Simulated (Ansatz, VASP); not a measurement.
# Al3Cu2: VASP beside Ansatz

Contents of INCAR:

```
  PREC = Accurate
  ENCUT = 520
  EDIFF = 1E-6
  ISMEAR = 1
  SIGMA = 0.1
  LREAL = False
  LASPH = True
  NELM = 60
  ALGO = Normal
  ISIF = 2
  LWAVE = False
  LCHARG = False
  GGA = PS
  NBANDS = 24
```

KPOINTS

```
Automatic mesh
0
Gamma
  6 6 4
```

File POSCAR:

```
Al3Cu2
1.0
    4.0919520000      0.0000000000      0.0000000000
   -2.0459760000      3.5437340000      0.0000000000
    0.0000000000      0.0000000000      4.9927790000
Al Cu
3 2
Direct
    0.0000000000      0.0000000000      0.0000000000
    0.3333333333      0.6666666667      0.3499250000
    0.6666666667      0.3333333333      0.6500750000
    0.3333333333      0.6666666667      0.8395120000
    0.6666666667      0.3333333333      0.1604880000
```

Input for Ansatz:

```yaml
crystal:
  lattice:
    - [4.091952, 0.0, 0.0]
    - [-2.045976, 3.543734, 0.0]
    - [0.0, 0.0, 4.992779]
  atoms:
    - { symbol: Al, position: [0.0, 0.0, 0.0] }
    - { symbol: Al, position: [0.3333333333333333, 0.6666666666666666, 0.349925] }
    - { symbol: Al, position: [0.6666666666666666, 0.3333333333333333, 0.650075] }
    - { symbol: Cu, position: [0.3333333333333333, 0.6666666666666666, 0.839512] }
    - { symbol: Cu, position: [0.6666666666666666, 0.3333333333333333, 0.160488] }
basis:
  ecutwfc: 475.0
kpoints:
  mp_grid:
    grid: [6, 6, 4]
hamiltonian:
  xc: pbesol
scf:
  occupations:
    method: methfessel_paxton
    width: 0.1
output:
  forces: true
  stress: true
```

Alike in both runs: task single point; functional PBEsol; k mesh 6 × 6 × 4; occupations methfessel-paxton of order 1, width 0.1 eV; no spin polarisation.

```csv
,VASP,Ansatz
version,VASP 6.6.1,Ansatz 0.2.0
potentials or method,"VASP PAW PBE potentials, release 64 (Al, Cu), cutoff 520 eV","plane waves, PAW"
valence electrons in the cell,31,47
```

```csv
,VASP,Ansatz,Ansatz less VASP
pressure (GPa),0.7,0.1,-0.63
"traceless stress, the component that is largest in VASP (GPa)",0.91,0.87,-0.043
rms of the force components (eV/Å),0.032,0.032,+0.0004
```

VASP's potentials were made for PBE, not for PBEsol. Atom by atom the forces differ by 0.003 eV/Å (rms over components). With one functional, cell and mesh, what is left measures potentials, basis and numerics. VASP's potentials hold 31 valence electrons a cell and Ansatz's 47, so a difference there can come from the potentials and not from the codes.
